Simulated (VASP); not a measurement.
Br:

```
Br
1.0
     3.21292    0.00000    0.00000
     0.00000    3.21292    0.00000
     0.00000    0.00000    3.21292
Br
1
Direct
  0.00000 0.00000 0.00000
```

```yaml
Program: VASP 6.6.1
Task: relaxation of cell and atoms
Functional: r2SCAN
Potentials_or_basis: VASP PAW PBE potentials, release 64 (Br)
Cutoff: 600 eV
k_mesh: 14 × 14 × 14
Occupations: gaussian, width 0.1 eV
Spin: no spin polarisation
```

At the start: pressure -3.1 GPa; volume 33.17 Å³/atom.

Question: How do energy, volume and symmetry change on relaxing?

Answer: Over 4 steps the energy falls by 44.3 meV/atom and the volume is 29.12 Å³/atom (-12.2 %); space group Pm-3m (No. 221, to 0.1 Å) before and after.

The path:
```csv
step,energy change (eV),largest force (eV/Å),pressure (GPa),volume (Å³)
1,0.0000,0.0000,-3.05,33.17
2,-0.0404,0.0000,-1.11,30.22
3,-0.0443,0.0000,-0.11,29.22
4,-0.0443,0.0000,0.01,29.12
```

Final structure:
```xyz
1
Lattice="3.0766 0.0000 0.0000 0.0000 3.0766 0.0000 0.0000 0.0000 3.0766" Properties=species:S:1:pos:R:3 pbc="T T T"
Br    0.0000    0.0000    0.0000
```

Caveat: the PAW data sets were made with another functional, which shifts forces and pressure a little; an odd number of electrons without spin polarisation forces a metal; a magnetic or distorted state may lie lower.
